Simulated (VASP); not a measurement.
# CdGa in VASP: notebook

Runs on CdGa. Level: PBE. Tasks: single point.

Program: VASP 6.6.1. These are calculated values, not measurements. Logs are shortened: lines on timing, memory, paths and dates and some standing lists are left out, and cuts for length are marked.

### 1 The cell of the first run

The cell holds a sheet with vacuum, 2 atoms: a = 3.952 Å, b = 3.952 Å, c = 23.800 Å, α = 90.00°, β = 90.00°, γ = 90.00°.

The cell was generated, and may not be a known phase.

### 2 Single point, PBE

File INCAR:

```
SYSTEM = CdGa
ALGO = Normal
DIPOL = 0.5 0.5 0.294
EDIFF = 1E-6
ENCUT = 520
GGA = PE
IDIPOL = 3
ISIF = 2
ISMEAR = 0
LASPH = .True.
LCHARG = .True.
LDIPOL = .True.
LELF = .True.
LREAL = .False.
LVACPOTAV = .True.
LVHAR = .True.
LWAVE = .False.
NBANDS = 20
NELM = 100
PREC = Accurate
SIGMA = 0.1
```

File KPOINTS:

```
k-points
0
Gamma
  14 14 1
  0 0 0
```

File POSCAR:

```
CdGa
1.0
    3.9519779181      0.0000000000      0.0000000000
    0.0000000000      3.9519779181      0.0000000000
    0.0000000000      0.0000000000     23.8000000000
Cd Ga
1 1
Direct
    0.0000000000      0.0000000000      0.2941176471
    0.5000000000      0.5000000000      0.2941176471
```

Potentials or basis: VASP PAW PBE potentials, release 64 (Cd, Ga_d).

Launch:

```sh
cat potpaw_PBE.64/Cd/POTCAR potpaw_PBE.64/Ga_d/POTCAR > POTCAR
mpirun -np 1 vasp_std > vasp.out
```

OUTCAR:

```text
SYSTEM = CdGa
   EDIFF = 1E-6
   ENCUT = 520
   GGA = PE
   ISIF = 2
   ISMEAR = 0
   LASPH = .True.
   LREAL = .False.
   NELM = 100
   PREC = Accurate

 ion  position               nearest neighbor table
   1  0.000  0.000  0.294-   2 2.79   2 2.79   2 2.79   2 2.79
   2  0.500  0.500  0.294-   1 2.79   1 2.79   1 2.79   1 2.79

  LATTYP: Found a simple tetragonal cell.
 ALAT       =     3.9519779181
 C/A-ratio  =     6.0223008562

  Lattice vectors:

 A1 = (   3.9519779181,   0.0000000000,   0.0000000000)
 A2 = (   0.0000000000,   3.9519779181,   0.0000000000)
 A3 = (   0.0000000000,   0.0000000000,  23.8000000000)

Analysis of symmetry for initial positions (statically):
=====================================================================
 Subroutine PRICEL returns:
 Original cell was already a primitive cell.

 Routine SETGRP: Setting up the symmetry group for a
 simple tetragonal supercell.

 Subroutine GETGRP returns: Found 16 space group operations
 (whereof  8 operations were pure point group operations)
 out of a pool of 16 trial point group operations.

The static configuration has the point symmetry C_4v.
 The point group associated with its full space group is D_4h.

Analysis of symmetry for dynamics (positions and initial velocities):
=====================================================================
 Subroutine PRICEL returns:
 Original cell was already a primitive cell.

 Routine SETGRP: Setting up the symmetry group for a
 simple tetragonal supercell.

 Subroutine GETGRP returns: Found 16 space group operations
 (whereof  8 operations were pure point group operations)
 out of a pool of 16 trial point group operations.

The dynamic configuration has the point symmetry C_4v.
 The point group associated with its full space group is D_4h.

 Subroutine INISYM returns: Found 16 space group operations
 (whereof  8 operations are pure point group operations),
 and found     1 'primitive' translations

----------------------------------------------------------------------------------------

                                     Primitive cell

  volume of cell :     371.7115

  direct lattice vectors                    reciprocal lattice vectors
     3.951977918  0.000000000  0.000000000     0.253037851  0.000000000  0.000000000
     0.000000000  3.951977918  0.000000000     0.000000000  0.253037851  0.000000000
     0.000000000  0.000000000 23.800000000     0.000000000  0.000000000  0.042016807

  length of vectors
     3.951977918  3.951977918 23.800000000     0.253037851  0.253037851  0.042016807

  position of ions in fractional coordinates (direct lattice)
     0.000000000  0.000000000  0.294117647
     0.500000000  0.500000000  0.294117647

  ion indices of the primitive-cell ions
   primitive index   ion index
                 1           1
                 2           2

----------------------------------------------------------------------------------------

 KPOINTS: k-points

Automatic generation of k-mesh.
 Grid dimensions read from file:
 generate k-points for:   14   14    1

 Generating k-lattice:

  Cartesian coordinates                     Fractional coordinates (reciprocal lattice)
     0.018074132  0.000000000  0.000000000     0.071428571  0.000000000  0.000000000
     0.000000000  0.018074132  0.000000000     0.000000000  0.071428571  0.000000000
     0.000000000  0.000000000  0.042016807     0.000000000  0.000000000  1.000000000

  Length of vectors
     0.018074132  0.018074132  0.042016807

  Shift w.r.t. Gamma in fractional coordinates (k-lattice)
     0.000000000  0.000000000  0.000000000

 Subroutine IBZKPT returns following result:
 ===========================================

 Found     36 irreducible k-points:

 Following reciprocal coordinates:
            Coordinates               Weight
  0.000000  0.000000  0.000000      1.000000
  0.071429  0.000000  0.000000      4.000000
  0.142857  0.000000  0.000000      4.000000
  0.214286  0.000000  0.000000      4.000000
  0.285714  0.000000  0.000000      4.000000
  0.357143  0.000000  0.000000      4.000000
[... 16 lines left out ...]
  0.285714  0.214286  0.000000      8.000000
  0.357143  0.214286  0.000000      8.000000
 [... further k-points ...]
   k-points           NKPTS =     36   k-points in BZ     NKDIM =     36   number of bands    NBANDS=     20
   number of dos      NEDOS =    301   number of ions     NIONS =      2
   total plane-waves  NPLWV = 162000
   dimension x,y,z NGX =    30 NGY =   30 NGZ =  180
   dimension x,y,z NGXF=    60 NGYF=   60 NGZF=  360
   ions per type =               1   1
   NGX,Y,Z   is equivalent  to a cutoff of  12.62, 12.62, 12.57 a.u.
   NGXF,Y,Z  is equivalent  to a cutoff of  25.24, 25.24, 25.15 a.u.
 SYSTEM =  CdGa
   PREC   = accura    normal or accurate (medium, high low for compatibility)
   ISTART =      0    job   : 0-new  1-cont  2-samecut
   ICHARG =      2    charge: 1-file 2-atom 10-const
   ISPIN  =      1    spin polarized calculation?
   LNONCOLLINEAR =      F non collinear calculations
   LSORBIT =      F    spin-orbit coupling
   LASPH  =      T    aspherical Exc in radial PAW
   ENCUT  =  520.0 eV  38.22 Ry    6.18 a.u.   7.35  7.35 44.25*2*pi/ulx,y,z
   NELM   =    100;   NELMIN=  2; NELMDL= -5     # of ELM steps
   EDIFF  = 0.1E-05   stopping-criterion for ELM
   LREAL  =      F    real-space projection
[... 7 lines left out ...]
   TEBEG  =    0.0;   TEEND  =   0.0 temperature during run
   PSTRESS=    0.0 pullay stress
   NELECT =      25.0000    total number of electrons
   NUPDOWN=      -1.0000    fix difference up-down
   EMIN   =  10.00;   EMAX   =-10.00  energy-range for DOS
   EFERMI =   0.00;   METHOD = LEGACY
   ISMEAR =     0;   SIGMA  =   0.10  broadening in eV -4-tet -1-fermi 0-gaus
   EFERMI_NEDOS =   21; number of points for ismear=-14 and -15
   IALGO  =     38    algorithm
   IMIX   =      4    mixing-type and parameters
     AMIX     =   0.40;   BMIX     =  1.00
     AMIX_MAG =   1.60;   BMIX_MAG =  1.00
  volume/ion in A,a.u.               =     185.86      1254.22
  Fermi-wavevector in a.u.,A,eV,Ry     =   0.665763  1.258109  6.030647  0.443240
  Thomas-Fermi vector in A             =   1.739857
   LORBIT       =      0    0 simple, 1 ext, 2 COOP (PROOUT), +10 PAW based schemes
   GGA     = PE    functional components
   LHFCALC =     F    Hartree Fock is set to
   AEXX    =    0.0000 exact exchange contribution
   IVDW    =     0    specifies the selected vdW correction
   LEPSILON=     F    determine dielectric tensor
   LRPA    =     F    only Hartree local field effects (RPA)
 non-spin polarized calculation
 Gauss-broadening in eV      SIGMA  =   0.10
  energy-cutoff  :      520.00
  volume of cell :      371.71
 maximum number of plane-waves:     10113
 NGX is ok and might be reduce to    30
   NGX = 15   NGY = 15   NGZ = 89

 dipolmoment           0.000000      0.000000     -0.000000 electrons x Angstroem

 number of electron      25.0000002 magnetization

 dipolmoment           0.000000      0.000000      0.000002 electrons x Angstroem

 Free energy of the ion-electron system (eV)
  ---------------------------------------------------
  ext. energy  EPLUGINS =         0.00000000
  ---------------------------------------------------
  free energy    TOTEN  =        -2.60693866 eV

  energy without entropy =       -2.59758175  energy(sigma->0) =       -2.60226021

 E-fermi :  -3.0497     XC(G=0):  -1.9174

 val. band max:       -3.0522063197   @ k =   0.2857   0.0000   0.0000
 cond. band min:      -3.0249428047   @ k =   0.2857   0.2143   0.0000
 fundamental gap:      0.0272635151
 Fermi energy:        -3.0496573905

 k-point     1 :       0.0000    0.0000    0.0000
  band No.  band energies     occupation
      1     -18.0826      2.00000
      2     -18.0317      2.00000
      3     -18.0317      2.00000
      4     -18.0284      2.00000
      5     -17.9992      2.00000
      6     -12.0697      2.00000
[... 12 lines left out ...]
     19       1.7560      0.00000
     20       2.0116      0.00000

 k-point     2 :       0.0714    0.0000    0.0000
  band No.  band energies     occupation
      1     -18.0817      2.00000
      2     -18.0320      2.00000
      3     -18.0315      2.00000
      4     -18.0272      2.00000
      5     -17.9978      2.00000
      6     -12.0492      2.00000
[... 12 lines left out ...]
     19       1.8025      0.00000
     20       2.0623      0.00000

 k-point     3 :       0.1429    0.0000    0.0000
  band No.  band energies     occupation
      1     -18.0793      2.00000
      2     -18.0328      2.00000
      3     -18.0312      2.00000
      4     -18.0241      2.00000
      5     -17.9937      2.00000
      6     -11.9943      2.00000
[... 12 lines left out ...]
     19       1.9356      0.00000
     20       2.2125      0.00000

 k-point     4 :       0.2143    0.0000    0.0000
  band No.  band energies     occupation
      1     -18.0759      2.00000
      2     -18.0341      2.00000
      3     -18.0307      2.00000
      4     -18.0196      2.00000
      5     -17.9878      2.00000
      6     -11.9236      2.00000
[... 12 lines left out ...]
     19       1.9988      0.00000
     20       2.3851      0.00000

 k-point     5 :       0.2857    0.0000    0.0000
  band No.  band energies     occupation
      1     -18.0723      2.00000
      2     -18.0355      2.00000
      3     -18.0301      2.00000
      4     -18.0145      2.00000
      5     -17.9810      2.00000
      6     -11.8626      2.00000
[... 12 lines left out ...]
     19       1.9931      0.00000
     20       2.5911      0.00000
[... 353 lines left out ...]
      6     -11.9287      2.00000
[... 12 lines left out ...]
     19       3.2835      0.00000
     20       3.4339      0.00000

 k-point    22 :       0.2143    0.2143    0.0000
  band No.  band energies     occupation
      1     -18.0727      2.00000
      2     -18.0348      2.00000
      3     -18.0328      2.00000
      4     -18.0176      2.00000
      5     -17.9781      2.00000
      6     -11.8815      2.00000
[... 12 lines left out ...]
     19       2.6877      0.00000
     20       2.7243      0.00000

 k-point    23 :       0.2857    0.2143    0.0000
  band No.  band energies     occupation
      1     -18.0706      2.00000
      2     -18.0360      2.00000
      3     -18.0332      2.00000
      4     -18.0170      2.00000
      5     -17.9723      2.00000
      6     -11.9231      2.00000
[... 12 lines left out ...]
     19       2.2378      0.00000
     20       3.0346      0.00000

 k-point    24 :       0.3571    0.2143    0.0000
  band No.  band energies     occupation
      1     -18.0684      2.00000
      2     -18.0373      2.00000
      3     -18.0333      2.00000
      4     -18.0168      2.00000
      5     -17.9670      2.00000
      6     -11.9687      2.00000
[... 12 lines left out ...]
     19       2.6766      0.00000
     20       3.4458      0.00000

 [... further k-points ...]

------------------------ aborting loop because EDIFF is reached ----------------------------------------

  FORCE on cell =-STRESS in cart. coord.  units (eV):
  Direction    XX          YY          ZZ          XY          YZ          ZX
  --------------------------------------------------------------------------------------
  -------------------------------------------------------------------------------------
  Total        0.0683410      0.0683410     -0.0019057      0.0000000      0.0000000      0.0000000
  in kB        0.2945681      0.2945681     -0.0082141      0.0000000      0.0000000      0.0000000
  external PRESSURE =       0.1936407 kB  Pullay stress =       0.0000000 kB

 VOLUME and BASIS-vectors are now :
 -----------------------------------------------------------------------------
  energy-cutoff  :      520.00
  volume of cell :      371.71
      direct lattice vectors                 reciprocal lattice vectors
     3.951977918  0.000000000  0.000000000     0.253037851  0.000000000  0.000000000
     0.000000000  3.951977918  0.000000000     0.000000000  0.253037851  0.000000000
     0.000000000  0.000000000 23.800000000     0.000000000  0.000000000  0.042016807

 POSITION                                       TOTAL-FORCE (eV/Angst)
 -----------------------------------------------------------------------------------
      0.00000      0.00000      7.00000         0.000000      0.000000     -0.000000
      1.97599      1.97599      7.00000         0.000000      0.000000      0.000000
 -----------------------------------------------------------------------------------
    total drift:                                0.000000      0.000000     -0.000023

  FREE ENERGIE OF THE ION-ELECTRON SYSTEM (eV)
  ---------------------------------------------------
  free  energy   TOTEN  =        -2.6069386630 eV

  energy  without entropy=       -2.5975817506  energy(sigma->0) =       -2.60226021

 vacuum level on the upper side and lower side of the slab         0.908         0.908
```

Run time: 5.4 min. Hardware: 1 thread of Intel Xeon Platinum 8488C (Sapphire Rapids), shared host; peak memory 0.56 GiB.

Results:

```
Free energy            : -2.6069 eV
Band gap on the k mesh : zero (an odd number of electrons rules out a gap without spin polarisation)
```

Levels at points of the mesh, in eV from the Fermi level:
| k point | band 8 | band 9 | band 10 | band 11 | band 12 | band 13 | band 14 | band 15 | band 16 | band 17 |
| --- | --- | --- | --- | --- | --- | --- | --- | --- | --- | --- |
| (0.00, 0.00, 0.00) | -8.57 | -8.52 | -8.52 | -7.17 | -0.88 | 1.68 | 1.68 | 2.47 | 3.30 | 3.80 |
| (0.50, 0.00, 0.00) | -8.62 | -8.52 | -8.50 | -5.90 | -3.97 | 1.36 | 2.17 | 4.28 | 5.34 | 5.55 |
| (0.50, 0.50, 0.00) | -8.58 | -8.51 | -8.43 | -3.57 | -1.74 | -1.74 | -1.17 | 2.25 | 4.01 | 5.89 |

### 3 Single point, PBE

This run uses another cell than the first one.

File INCAR:

```
SYSTEM = CdGa
PREC = Accurate
ENCUT = 520
EDIFF = 1E-7
ISMEAR = 0
SIGMA = 0.1
LREAL = .False.
LASPH = .True.
NELM = 100
ALGO = Normal
ISIF = 2
LWAVE = .False.
LCHARG = .False.
LDIPOL = .True.
IDIPOL = 3
DIPOL = 0.5 0.5 0.294
GGA = PE
NBANDS = 20
```

File KPOINTS:

```
regular mesh
0
Gamma
  14 14 1
  0 0 0
```

File POSCAR:

```
CdGa
1.0
    3.9704042997      0.0000000000      0.0000000000
    0.0000000000      3.9704042997      0.0000000000
    0.0000000000      0.0000000000     23.8000000000
Cd Ga
1 1
Direct
    0.0000000000      0.0000000000      0.2941176471
    0.5000000000      0.5000000000      0.2941176471
```

Potentials or basis: VASP PAW PBE potentials, release 64 (Cd, Ga_d).

Launch:

```sh
cat potpaw_PBE.64/Cd/POTCAR potpaw_PBE.64/Ga_d/POTCAR > POTCAR
mpirun -np 1 vasp_std > vasp.out
```

Run time: 4.9 min. Hardware: 1 thread of Intel Xeon Platinum 8488C (Sapphire Rapids), shared host; peak memory 0.57 GiB.

It converged, with:

```yaml
Free_energy: -2.6069 eV
Band_gap_on_the_k_mesh: zero (an odd number of electrons rules out a gap without spin polarisation)
```

Levels at points of the mesh, in eV from the Fermi level:
```tsv
k point	band 10	band 11	band 12	band 13	band 14	band 15
(0.00, 0.00, 0.00)	-8.51	-7.14	-0.85	1.66	1.66	2.38
(0.50, 0.00, 0.00)	-8.49	-5.88	-3.95	1.36	2.17	4.22
(0.50, 0.50, 0.00)	-8.42	-3.61	-1.71	-1.71	-1.19	2.23
```

### 4 Single point, PBE

This run uses another cell than the first one.

File INCAR:

```
SYSTEM = CdGa
  PREC = Accurate
  ENCUT = 520
  EDIFF = 1E-6
  ISMEAR = 0
  SIGMA = 0.1
  LREAL = .FALSE.
  LASPH = .TRUE.
  NELM = 100
  ALGO = Normal
  ISIF = 2
  LWAVE = .FALSE.
  LCHARG = .FALSE.
  LDIPOL = .TRUE.
  IDIPOL = 3
  DIPOL = 0.5 0.5 0.500
  GGA = PE
  NBANDS = 20
```

File KPOINTS:

```
Automatic mesh
0
G
  4 4 1
  0 0 0
```

File POSCAR:

```
CdGa
1.0
    4.5966670000      0.0000000000      0.0000000000
    0.0000000000      4.5966670000      0.0000000000
    0.0000000000      0.0000000000     14.0000000000
Cd Ga
1 1
Direct
    0.0000000000      0.0000000000      0.5000000000
    0.5000000000      0.5000000000      0.5000000000
```

Launch:

```sh
cat potpaw_PBE.64/Cd/POTCAR potpaw_PBE.64/Ga_d/POTCAR > POTCAR
mpirun -np 1 vasp_std > vasp.out
```

It took 40 s on 1 thread of Intel Xeon Platinum 8488C (Sapphire Rapids), shared host; peak memory 0.34 GiB.

The run converged. Its results:

| Quantity | Value |
| --- | --- |
| Free energy | -2.1242 eV |
| Band gap on the k mesh | zero (an odd number of electrons rules out a gap without spin polarisation) |

Levels at points of the mesh, in eV from the Fermi level:
```tsv
k point	band 8	band 9	band 10	band 11	band 12	band 13	band 14	band 15	band 16	band 17
(0.00, 0.00, 0.00)	-8.46	-8.46	-8.45	-6.45	-0.37	-0.36	0.98	0.98	2.75	3.72
(0.50, 0.00, 0.00)	-8.48	-8.46	-8.42	-5.66	-3.41	0.95	1.95	2.44	3.53	4.07
(0.50, 0.50, 0.00)	-8.48	-8.47	-8.38	-4.81	-1.90	-1.15	-1.15	1.48	3.08	4.91
```

### 5 Summary

| cell | k mesh | gap on the mesh (eV) |
| --- | --- | --- |
| a = 3.952, b = 3.952, c = 23.800 Å, 2 atoms | 14 × 14 × 1 | none |
| a = 3.970, b = 3.970, c = 23.800 Å, 2 atoms | 14 × 14 × 1 | none |
| a = 4.597, b = 4.597, c = 14.000 Å, 2 atoms | 4 × 4 × 1 | none |

Alike in all rows: task single point; level PBE; potentials or basis VASP PAW PBE potentials, release 64 (Cd, Ga_d); no spin polarisation; cutoff (eV) 520; smearing gaussian 0.1 eV.

Total energies depend on the potentials used, so only differences within one code and one set of settings carry meaning.

The gap in the log of VASP goes by the Fermi energy; the results here count the filled bands.